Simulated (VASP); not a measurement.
Runs of VASP 6.6.1 on Rb. The structure is that of space group P6_3/mmc (No. 194), or close to it. The cells are those of the table. 

| cell | k mesh | gap on the mesh (eV) | pressure (GPa) |
| --- | --- | --- | --- |
| a = 5.240, b = 5.240, c = 8.667 Å, angles 90.0, 90.0, 120.0°, 2 atoms | 8 × 8 × 5 | none | -0.2 |
| a = 5.107, b = 5.107, c = 8.448 Å, angles 90.0, 90.0, 120.0°, 2 atoms | 8 × 8 × 5 | none | 0.0 |
| a = 4.894, b = 4.894, c = 8.095 Å, angles 90.0, 90.0, 120.0°, 2 atoms | 8 × 8 × 5 | none | (a) |
| a = 4.967, b = 4.967, c = 8.216 Å, angles 90.0, 90.0, 120.0°, 2 atoms | 8 × 8 × 5 | none | 0.3 |
| a = 5.174, b = 5.174, c = 8.559 Å, angles 90.0, 90.0, 120.0°, 2 atoms | 8 × 8 × 5 | none | -0.1 |
| a = 5.107, b = 5.107, c = 8.448 Å, angles 90.0, 90.0, 120.0°, 2 atoms | 7 × 7 × 4 | none | 0.0 |
| a = 5.038, b = 5.038, c = 8.334 Å, angles 90.0, 90.0, 120.0°, 2 atoms | 8 × 8 × 5 | none | (b) |

Alike in all rows: task single point; level r2SCAN; potentials or basis VASP PAW PBE potentials, release 64 (Rb_sv); no spin polarisation; cutoff (eV) 520; smearing fermi-dirac 0.1 eV.

**Question.** Estimate the missing entries.

**Answer.** (a) 0.4; (b) 0.1.

Caveats: the PAW data sets were made with another functional, which shifts forces and pressure a little.

A k mesh can miss the band edges, and the runs leave out spin-orbit coupling on Rb.

A gap of «none» marks levels without a gap at the run's occupations.
